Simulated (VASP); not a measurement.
Wanted: the native input for a VASP 6.6.1 run.

```yaml
Task: single point
Functional: PBE
Potentials_or_basis: VASP PAW PBE potentials, release 64 (Zn, H)
Cutoff: 520 eV
k_mesh: 8 × 8 × 8
Occupations: gaussian, width 0.1 eV
Spin: no spin polarisation
Dipole_correction: no
Further_INCAR_settings: ALGO = Normal; EDIFF = 1e-07; NBANDS = 34
```

The structure of Zn2H lies in POSCAR:

```
Zn2H
1.0
   -1.3822865660      1.3822865660      9.6920578536
    1.3822865660     -1.3822865660      9.6920578536
    1.3822865660      1.3822865660     -9.6920578536
Zn H
4 2
Direct
    0.4330016965      0.4330016965      0.0000000000
    0.1830016965      0.6830016965      0.5000000000
    0.3169983035      0.8169983035      0.5000000000
    0.5669983035      0.5669983035      0.0000000000
    0.0000000000      0.0000000000      0.0000000000
    0.7500000000      0.2500000000      0.5000000000
```

These files were run (other wordings do the same):

INCAR

```
SYSTEM = Zn2H
PREC = Accurate
ENCUT = 520
EDIFF = 1E-7
ISMEAR = 0
SIGMA = 0.1
LREAL = .False.
LASPH = .True.
NELM = 80
ALGO = Normal
ISIF = 2
LWAVE = .False.
LCHARG = .False.
GGA = PE
NBANDS = 34
```

KPOINTS

```
Automatic mesh
0
Gamma
  8 8 8
  0 0 0
```

Potentials or basis: VASP PAW PBE potentials, release 64 (Zn, H).

The run is started by

```console
$ cat potpaw_PBE.64/Zn/POTCAR potpaw_PBE.64/H/POTCAR > POTCAR
$ mpirun -np 1 vasp_std > vasp.out
```

It gave:

| Quantity | Value |
| --- | --- |
| Pressure | 0.2 GPa |
| Band gap on the k mesh | zero (bands 25 and 26 overlap by 3.17 eV) |

Run time: 14 min on 1 thread of Intel(R) Xeon(R) 6975P-C (Granite Rapids), on a shared host, peak memory 0.9 GiB.
